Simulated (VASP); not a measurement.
Input of a VASP 6.6.1 run:

File INCAR:

```
SYSTEM = CSe2
PREC = Accurate
ENCUT = 600
EDIFF = 1E-6
ISMEAR = -1
SIGMA = 0.05
LREAL = .False.
LASPH = .True.
NELM = 120
ALGO = Normal
ISIF = 2
LWAVE = .False.
LCHARG = .False.
GGA = PE
NBANDS = 25
GGA_COMPAT = .False.
```

The input KPOINTS:

```
regular mesh
0
Gamma
  4 4 2
  0 0 0
```

The input POSCAR:

```
CSe2
1.0
    3.5697670000     -2.9947800000      0.0000000000
    3.5697670000      2.9947800000      0.0000000000
    0.0000000000      0.0000000000      9.4626520000
Se C
4 2
Direct
    0.2168650000      0.7852020000      0.8852330000
    0.7928090000      0.2097190000      0.1174770000
    0.2985130000      0.7213870000      0.3765090000
    0.7152940000      0.2823980000      0.6191460000
    0.0018200000     -0.0153670000     -0.0006670000
    0.4967520000      0.5048400000      0.4934080000
```

Potentials or basis: VASP PAW PBE potentials, release 64 (Se, C).

Launch:

```console
$ cat potpaw_PBE.64/Se/POTCAR potpaw_PBE.64/C/POTCAR > POTCAR
$ mpirun -np 1 vasp_std > vasp.out
```

What does it give for the largest force?

3.472 eV/Å.

Predict the band gap on the k mesh.

2.37 eV (least direct gap 2.50 eV).

Predict the pressure.

1.1 GPa.

Forces on the atoms (eV/Å):
```
Se  -0.032 -1.935 -1.700
Se  -0.116 -0.048  0.001
Se  -0.001  1.119 -1.005
Se  -0.017  1.457 -1.302
C    0.148  1.987  1.684
C    0.018 -2.581  2.322
```

Caveat: this functional lacks dispersion, which holds the molecules together, so the pressure and a relaxed volume are unreliable; forces of over 1 eV/Å act on the atoms, so gaps and moduli don't describe the material at rest. A k mesh can miss the band edges.
